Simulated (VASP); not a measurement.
# Re (P6_3/mmc) in VASP: further runs

Runs on Re. Level: PBEsol. Tasks: single point.

Program: VASP 6.6.1. These are calculated values, not measurements. Logs are shortened: lines on timing, memory, paths and dates and some standing lists are left out, and cuts for length are marked.

## 1. The cell of the first run

The structure is hexagonal, space group P6_3/mmc (No. 194). The conventional cell has a = 2.704 Å, b = 2.704 Å, c = 4.367 Å, α = 90.00°, β = 90.00°, γ = 120.00°. Re (site symmetry -6m2) has 12 Re at 2.68 to 2.70 Å within 3.5 Å.

## 2. Single point, PBEsol

File INCAR:

```
SYSTEM = Re
ALGO = Normal
EDIFF = 1E-7
ENCUT = 520
GGA = PS
ISIF = 2
ISMEAR = -1
LASPH = .True.
LCHARG = .True.
LELF = .True.
LREAL = .False.
LVHAR = .True.
LWAVE = .False.
NBANDS = 14
NELM = 100
PREC = Accurate
SIGMA = 0.05
```

File KPOINTS:

```
k-points
0
Gamma
  11 11 6
  0 0 0
```

File POSCAR:

```
Re
1.0
    2.7044413289      0.0000000000      0.0000000000
   -1.3522206645      2.3421148939      0.0000000000
    0.0000000000      0.0000000000      4.3671907899
Re
2
Direct
    0.6666666667      0.3333333333      0.7500000000
    0.3333333333      0.6666666667      0.2500000000
```

Potentials or basis: VASP PAW PBE potentials, release 64 (Re).

The run is started by

```
cat potpaw_PBE.64/Re/POTCAR > POTCAR
mpirun -np 1 vasp_std > vasp.out
```

OUTCAR:

```text
SYSTEM = Re
   EDIFF = 1E-7
   ENCUT = 520
   GGA = PS
   ISIF = 2
   ISMEAR = -1
   LASPH = .True.
   LREAL = .False.
   NELM = 100
   PREC = Accurate

 ion  position               nearest neighbor table
   1  0.667  0.333  0.750-   2 2.68   2 2.68   2 2.68   2 2.68   2 2.68   2 2.68
   2  0.333  0.667  0.250-   1 2.68   1 2.68   1 2.68   1 2.68   1 2.68   1 2.68

  LATTYP: Found a hexagonal cell.
 ALAT       =     2.7044413289
 C/A-ratio  =     1.6148217908

  Lattice vectors:

 A1 = (   2.7044413289,   0.0000000000,   0.0000000000)
 A2 = (  -1.3522206645,   2.3421148939,   0.0000000000)
 A3 = (   0.0000000000,   0.0000000000,   4.3671907899)

Analysis of symmetry for initial positions (statically):
=====================================================================
 Subroutine PRICEL returns:
 Original cell was already a primitive cell.

 Routine SETGRP: Setting up the symmetry group for a
 hexagonal supercell.

 Subroutine GETGRP returns: Found 24 space group operations
 (whereof 12 operations were pure point group operations)
 out of a pool of 24 trial point group operations.

The static configuration has the point symmetry D_3d.
 The point group associated with its full space group is D_6h.

Analysis of symmetry for dynamics (positions and initial velocities):
=====================================================================
 Subroutine PRICEL returns:
 Original cell was already a primitive cell.

 Routine SETGRP: Setting up the symmetry group for a
 hexagonal supercell.

 Subroutine GETGRP returns: Found 24 space group operations
 (whereof 12 operations were pure point group operations)
 out of a pool of 24 trial point group operations.

The dynamic configuration has the point symmetry D_3d.
 The point group associated with its full space group is D_6h.

 Subroutine INISYM returns: Found 24 space group operations
 (whereof 12 operations are pure point group operations),
 and found     1 'primitive' translations

----------------------------------------------------------------------------------------

                                     Primitive cell

  volume of cell :      27.6623

  direct lattice vectors                    reciprocal lattice vectors
     2.704441329  0.000000000  0.000000000     0.369762135  0.213482268  0.000000000
    -1.352220664  2.342114894  0.000000000     0.000000000  0.426964536  0.000000000
     0.000000000  0.000000000  4.367190790     0.000000000  0.000000000  0.228980150

  length of vectors
[... 91 lines left out ...]
   TEBEG  =    0.0;   TEEND  =   0.0 temperature during run
   PSTRESS=    0.0 pullay stress
   NELECT =      14.0000    total number of electrons
   NUPDOWN=      -1.0000    fix difference up-down
   EMIN   =  10.00;   EMAX   =-10.00  energy-range for DOS
   EFERMI =   0.00;   METHOD = LEGACY
   ISMEAR =    -1;   SIGMA  =   0.05  broadening in eV -4-tet -1-fermi 0-gaus
   EFERMI_NEDOS =   21; number of points for ismear=-14 and -15
   IALGO  =     38    algorithm
   IMIX   =      4    mixing-type and parameters
     AMIX     =   0.40;   BMIX     =  1.00
     AMIX_MAG =   1.60;   BMIX_MAG =  1.00
  volume/ion in A,a.u.               =      13.83        93.34
  Fermi-wavevector in a.u.,A,eV,Ry     =   1.304633  2.465398 23.158014  1.702066
  Thomas-Fermi vector in A             =   2.435555
   LORBIT       =      0    0 simple, 1 ext, 2 COOP (PROOUT), +10 PAW based schemes
   GGA     = PS    functional components
   LHFCALC =     F    Hartree Fock is set to
   AEXX    =    0.0000 exact exchange contribution
   IVDW    =     0    specifies the selected vdW correction
   LEPSILON=     F    determine dielectric tensor
   LRPA    =     F    only Hartree local field effects (RPA)
 non-spin polarized calculation
  energy-cutoff  :      520.00
  volume of cell :       27.66
 maximum number of plane-waves:       768
 NGX is ok and might be reduce to    20
   NGX =  9   NGY =  9   NGZ = 17

 number of electron      14.0000000 magnetization

 Free energy of the ion-electron system (eV)
  ---------------------------------------------------
  ext. energy  EPLUGINS =         0.00000000
  ---------------------------------------------------
  free energy    TOTEN  =       -26.64076323 eV

  energy without entropy =      -26.62904031  energy(sigma->0) =      -26.63490177

 E-fermi :   8.5200     XC(G=0): -14.1594

 val. band max:        8.5174820691   @ k =   0.3636   0.0000   0.3333
 cond. band min:       8.5593532827   @ k =   0.1818   0.0909   0.0000
 fundamental gap:      0.0418712136
 Fermi energy:         8.5200378353

 k-point     1 :       0.0000    0.0000    0.0000
  band No.  band energies     occupation
      1      -1.8258      2.00000
      2       1.3884      2.00000
      3       6.7410      2.00000
      4       6.7410      2.00000
      5       6.7530      2.00000
      6       7.6693      2.00000
      7       7.6693      2.00000
      8       8.6889      0.06606
      9       8.6889      0.06606
     10       9.2664      0.00000
     11      12.1668      0.00000
     12      12.1668      0.00000
     13      19.3476      0.00000
     14      22.7474      0.00000
[... 377 lines left out ...]
      1       0.6373      2.00000
      2       3.2140      2.00000
      3       4.6539      2.00000
      4       4.9877      2.00000
      5       6.3489      2.00000
      6       7.1175      2.00000
      7       7.7940      2.00000
      8       8.8039      0.00682
      9       9.5870      0.00000
     10      10.0238      0.00000
     11      12.6362      0.00000
     12      15.9528      0.00000
     13      20.4537      0.00000
     14      25.2805      0.00000

 [... further k-points ...]

------------------------ aborting loop because EDIFF is reached ----------------------------------------

  FORCE on cell =-STRESS in cart. coord.  units (eV):
  Direction    XX          YY          ZZ          XY          YZ          ZX
  --------------------------------------------------------------------------------------
  -------------------------------------------------------------------------------------
  Total        3.9229450      3.9229450      3.9486516     -0.0000000      0.0000000     -0.0000000
  in kB      227.2138880    227.2138880    228.7027950     -0.0000000      0.0000000     -0.0000000
  external PRESSURE =     227.7101903 kB  Pullay stress =       0.0000000 kB

 VOLUME and BASIS-vectors are now :
 -----------------------------------------------------------------------------
  energy-cutoff  :      520.00
  volume of cell :       27.66
      direct lattice vectors                 reciprocal lattice vectors
     2.704441329  0.000000000  0.000000000     0.369762135  0.213482268  0.000000000
    -1.352220664  2.342114894  0.000000000     0.000000000  0.426964536  0.000000000
     0.000000000  0.000000000  4.367190790     0.000000000  0.000000000  0.228980150

 POSITION                                       TOTAL-FORCE (eV/Angst)
 -----------------------------------------------------------------------------------
      1.35222      0.78070      3.27539         0.000000      0.000000      0.000000
     -0.00000      1.56141      1.09180        -0.000000      0.000000      0.000000
 -----------------------------------------------------------------------------------
    total drift:                               -0.000000      0.000000     -0.000000

  FREE ENERGIE OF THE ION-ELECTRON SYSTEM (eV)
  ---------------------------------------------------
  free  energy   TOTEN  =       -26.6407632339 eV

  energy  without entropy=      -26.6290403144  energy(sigma->0) =      -26.63490177
```

Wall time 16 s (1 thread of Intel Xeon Platinum 8375C at 2.90GHz (Ice Lake), shared host); peak memory 0.15 GiB.

What came out:

```yaml
Free_energy: -26.6408 eV
Pressure: 22.8 GPa
Band_gap_on_the_k_mesh: zero (band 7 reaches 10.05 eV, above the bottom of band 8 at 6.60 eV)
```

Caveat: the PAW data sets were made with another functional, which shifts forces and pressure a little; spin-orbit coupling is left out, which moves the levels of the heavy elements.

## 3. Single point, PBEsol

File INCAR:

```
PREC = Accurate
ENCUT = 520
EDIFF = 1E-7
ISMEAR = -1
SIGMA = 0.05
LREAL = F
LASPH = T
NELM = 80
ALGO = Normal
ISIF = 2
LWAVE = F
LCHARG = F
GGA = PS
NBANDS = 14
```

File KPOINTS:

```
Automatic mesh
0
Gamma
  11 11 6
```

POSCAR is that of step 2.

Potentials or basis: VASP PAW PBE potentials, release 64 (Re).

The run is started by

```
cat potpaw_PBE.64/Re/POTCAR > POTCAR
mpirun -np 1 vasp_std > vasp.out
```

OUTCAR:

```text
PREC = Accurate
   ENCUT = 520
   EDIFF = 1E-7
   ISMEAR = -1
   LREAL = F
   LASPH = T
   NELM = 80
   ISIF = 2
   GGA = PS

 ion  position               nearest neighbor table
   1  0.667  0.333  0.750-   2 2.68   2 2.68   2 2.68   2 2.68   2 2.68   2 2.68
   2  0.333  0.667  0.250-   1 2.68   1 2.68   1 2.68   1 2.68   1 2.68   1 2.68

  LATTYP: Found a hexagonal cell.
 ALAT       =     2.7044413289
 C/A-ratio  =     1.6148217908

  Lattice vectors:

[... 596 lines left out ...]

------------------------ aborting loop because EDIFF is reached ----------------------------------------

  FORCE on cell =-STRESS in cart. coord.  units (eV):
  Direction    XX          YY          ZZ          XY          YZ          ZX
  --------------------------------------------------------------------------------------
  -------------------------------------------------------------------------------------
  Total        3.9229450      3.9229450      3.9486516     -0.0000000      0.0000000     -0.0000000
  in kB      227.2138880    227.2138880    228.7027950     -0.0000000      0.0000000     -0.0000000
  external PRESSURE =     227.7101903 kB  Pullay stress =       0.0000000 kB

 VOLUME and BASIS-vectors are now :
 -----------------------------------------------------------------------------
  energy-cutoff  :      520.00
  volume of cell :       27.66
      direct lattice vectors                 reciprocal lattice vectors
     2.704441329  0.000000000  0.000000000     0.369762135  0.213482268  0.000000000
    -1.352220664  2.342114894  0.000000000     0.000000000  0.426964536  0.000000000
     0.000000000  0.000000000  4.367190790     0.000000000  0.000000000  0.228980150

 POSITION                                       TOTAL-FORCE (eV/Angst)
 -----------------------------------------------------------------------------------
      1.35222      0.78070      3.27539         0.000000      0.000000      0.000000
     -0.00000      1.56141      1.09180        -0.000000      0.000000      0.000000
 -----------------------------------------------------------------------------------
    total drift:                               -0.000000      0.000000     -0.000000

  FREE ENERGIE OF THE ION-ELECTRON SYSTEM (eV)
  ---------------------------------------------------
  free  energy   TOTEN  =       -26.6407632339 eV

  energy  without entropy=      -26.6290403144  energy(sigma->0) =      -26.63490177
```

OSZICAR:

```text
N       E                     dE             d eps       ncg     rms          rms(c)
DAV:   1     0.199145207660E+02    0.19915E+02   -0.69262E+03  3568   0.128E+03
DAV:   2    -0.269462465315E+02   -0.46861E+02   -0.41573E+02  2892   0.301E+02
DAV:   3    -0.280411728625E+02   -0.10949E+01   -0.10482E+01  2856   0.449E+01
DAV:   4    -0.280504360240E+02   -0.92632E-02   -0.92554E-02  2662   0.269E+00
DAV:   5    -0.280506021841E+02   -0.16616E-03   -0.16614E-03  2862   0.673E-01    0.500E+01
DAV:   6    -0.270265123527E+02    0.10241E+01   -0.68689E-01  3114   0.222E+01    0.223E+01
DAV:   7    -0.266514736803E+02    0.37504E+00   -0.55630E-01  3130   0.194E+01    0.401E-01
DAV:   8    -0.266418899162E+02    0.95838E-02   -0.67416E-03  2768   0.642E-01    0.167E-01
DAV:   9    -0.266407557596E+02    0.11342E-02   -0.50248E-04  3174   0.209E-01    0.495E-02
DAV:  10    -0.266407637844E+02   -0.80248E-05   -0.75573E-05  2904   0.125E-01    0.230E-02
DAV:  11    -0.266407634808E+02    0.30354E-06   -0.66907E-07  2688   0.166E-02    0.146E-03
DAV:  12    -0.266407632220E+02    0.25879E-06   -0.53533E-08  1636   0.489E-03    0.634E-04
DAV:  13    -0.266407632339E+02   -0.11884E-07   -0.23376E-08  1370   0.453E-03
   1 F= -.26640763E+02 E0= -.26634902E+02  d E =-.117229E-01
```

Run time: 16 s. Hardware: 1 thread of Intel Xeon Platinum 8375C at 2.90GHz (Ice Lake), shared host; peak memory 0.15 GiB.

Results:

```
Free energy            : -26.6408 eV
Pressure               : 22.8 GPa
Band gap on the k mesh : zero (band 7 reaches 10.05 eV, above the bottom of band 8 at 6.60 eV)
```

Stress tensor (GPa, compression positive):
```
22.72  0.00  0.00
 0.00 22.72  0.00
 0.00  0.00 22.87
```

Caveat: the PAW data sets were made with another functional, which shifts forces and pressure a little; spin-orbit coupling is left out, which moves the levels of the heavy elements.

## 4. Single point, PBEsol

This run uses another cell than the first one, of 14.13 Å³/atom, 1.021 times its volume.

File INCAR:

```
SYSTEM = Re
PREC     = Accurate       ! precision mode
ENCUT    = 520            ! plane-wave cutoff, eV
EDIFF    = 1E-6           ! SCF threshold, eV
ISMEAR   = -1             ! smearing method
SIGMA    = 0.05           ! smearing width, eV
LREAL    = .FALSE.        ! projectors in reciprocal space
LASPH    = .TRUE.         ! aspherical terms in the spheres
NELM     = 100            ! most SCF steps
ALGO     = Fast           ! electronic algorithm
ISIF     = 2              ! what is computed and relaxed
LWAVE    = .FALSE.        ! write WAVECAR
LCHARG   = .FALSE.        ! write CHGCAR
GGA      = PS             ! functional
NBANDS   = 14             ! bands
```

File KPOINTS:

```
Automatic mesh
0
G
  11 11 6
  0 0 0
```

File POSCAR:

```
Re
1.0
    2.7234873179      0.0000000000      0.0000000000
   -1.3617436590      2.3586092042      0.0000000000
    0.0000000000      0.0000000000      4.3979466679
Re
2
Direct
    0.6666666667      0.3333333333      0.7500000000
    0.3333333333      0.6666666667      0.2500000000
```

The run is started by

```
cat potpaw_PBE.64/Re/POTCAR > POTCAR
mpirun -np 1 vasp_std > vasp.out
```

It took 19 s on 1 thread of Intel Xeon Platinum 8375C at 2.90GHz (Ice Lake), shared host; peak memory 0.15 GiB.

Results (log left out):

- Free energy: -26.7061 eV
- Pressure: 12.8 GPa
- Band gap on the k mesh: zero (band 7 reaches 9.70 eV, above the bottom of band 8 at 6.40 eV)

Stress tensor (GPa, compression positive):
```
12.77  0.00  0.00
 0.00 12.77  0.00
 0.00  0.00 12.86
```

Levels at points of the mesh, in eV from the Fermi level:
| k point | band 4 | band 5 | band 6 | band 7 | band 8 | band 9 | band 10 | band 11 |
| --- | --- | --- | --- | --- | --- | --- | --- | --- |
| (0.00, 0.00, 0.00) | -1.71 | -1.70 | -0.81 | -0.81 | 0.17 | 0.17 | 0.69 | 3.55 |
| (0.00, 0.00, 0.50) | -2.52 | -1.85 | -1.85 | -1.85 | -1.85 | 2.70 | 2.70 | 2.70 |

Caveat: the PAW data sets were made with another functional, which shifts forces and pressure a little; spin-orbit coupling is left out, which moves the levels of the heavy elements.

## 5. Single point, PBEsol

This run uses another cell than the first one, of 14.42 Å³/atom, 1.043 times its volume.

File INCAR:

```
SYSTEM = Re
ALGO = Fast ; EDIFF = 1E-6
ENCUT = 520 ; GGA = PS
ISIF = 2 ; ISMEAR = -1
LASPH = .TRUE. ; LCHARG = .FALSE.
LREAL = .FALSE. ; LWAVE = .FALSE.
NBANDS = 14 ; NELM = 100
PREC = Accurate ; SIGMA = 0.05
```

File KPOINTS:

```
k-points
0
G
  11 11 6
  0 0 0
```

File POSCAR:

```
Re
1.0
    2.7422705826      0.0000000000      0.0000000000
   -1.3711352913      2.3748759886      0.0000000000
    0.0000000000      0.0000000000      4.4282782931
Re
2
Direct
    0.6666666667      0.3333333333      0.7500000000
    0.3333333333      0.6666666667      0.2500000000
```

The run is started by

```
cat potpaw_PBE.64/Re/POTCAR > POTCAR
mpirun -np 1 vasp_std > vasp.out
```

Wall time 19 s (1 thread of Intel Xeon Platinum 8375C at 2.90GHz (Ice Lake), shared host); peak memory 0.14 GiB.

The run converged. Its results:

```yaml
Free_energy: -26.7366 eV
Pressure: 3.8 GPa
Band_gap_on_the_k_mesh: zero (band 7 reaches 9.37 eV, above the bottom of band 8 at 6.20 eV)
```

Levels at points of the mesh, in eV from the Fermi level:
```tsv
k point	band 3	band 4	band 5	band 6	band 7	band 8	band 9	band 10	band 11	band 12
(0.00, 0.00, 0.00)	-1.65	-1.65	-1.64	-0.78	-0.78	0.18	0.18	0.65	3.46	3.46
(0.00, 0.00, 0.50)	-2.46	-2.46	-1.78	-1.78	-1.78	-1.78	2.62	2.62	2.62	2.62
```

Caveat: the PAW data sets were made with another functional, which shifts forces and pressure a little; spin-orbit coupling is left out, which moves the levels of the heavy elements.

## 6. Summary

```tsv
cell	gap on the mesh (eV)	pressure (GPa)
a = 2.704, b = 2.704, c = 4.367 Å, angles 90.0, 90.0, 120.0°, 2 atoms	none	22.8
a = 2.723, b = 2.723, c = 4.398 Å, angles 90.0, 90.0, 120.0°, 2 atoms	none	12.8
a = 2.742, b = 2.742, c = 4.428 Å, angles 90.0, 90.0, 120.0°, 2 atoms	none	3.8
```

Alike in all rows: task single point; level PBEsol; potentials or basis VASP PAW PBE potentials, release 64 (Re); no spin polarisation; k mesh 11 × 11 × 6; cutoff (eV) 520; smearing fermi-dirac 0.05 eV.

Caveats: the PAW data sets were made with another functional, which shifts forces and pressure a little; spin-orbit coupling is left out, which moves the levels of the heavy elements.

Total energies depend on the potentials used, so only differences within one code and one set of settings carry meaning.
